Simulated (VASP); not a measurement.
CdAu, 2 atoms in the cell. Symmetry: P-6m2, No. 187, hexagonal system. The conventional cell has a = 3.090 Å, b = 3.090 Å, c = 4.601 Å, α = 90.00°, β = 90.00°, γ = 120.00°. Within 3.8 Å of Cd (site symmetry -6m2) lie 6 Au at 2.91 Å and 6 Cd at 3.09 Å. Au (site symmetry -6m2) has 6 Cd at 2.91 Å and 6 Au at 3.09 Å within 3.8 Å. 

```yaml
Program: VASP 6.6.1
Task: single point
Functional: PBEsol
Potentials_or_basis: VASP PAW PBE potentials, release 64 (Cd, Au)
Cutoff: 500 eV
k_mesh: 6 × 6 × 4
Occupations: gaussian, width 0.1 eV
Spin: no spin polarisation
Dipole_correction: no
Further_INCAR_settings: ALGO = Normal; EDIFF = 1e-06; NBANDS = 18
```

Potentials or basis: VASP PAW PBE potentials, release 64 (Cd, Au).

Launch:

```sh
$ cat potpaw_PBE.64/Cd/POTCAR potpaw_PBE.64/Au/POTCAR > POTCAR
$ mpirun -np 1 vasp_std > vasp.out
```

Hardware: 1 thread of Intel(R) Xeon(R) 6975P-C (Granite Rapids), on a shared host.

Q: Estimate the wall time of this run.

A: Run time: 6.5 s on 1 thread of Intel(R) Xeon(R) 6975P-C (Granite Rapids), with other jobs on the host, peak memory 0.16 GiB. Counts: scf iterations 12, k points 21.
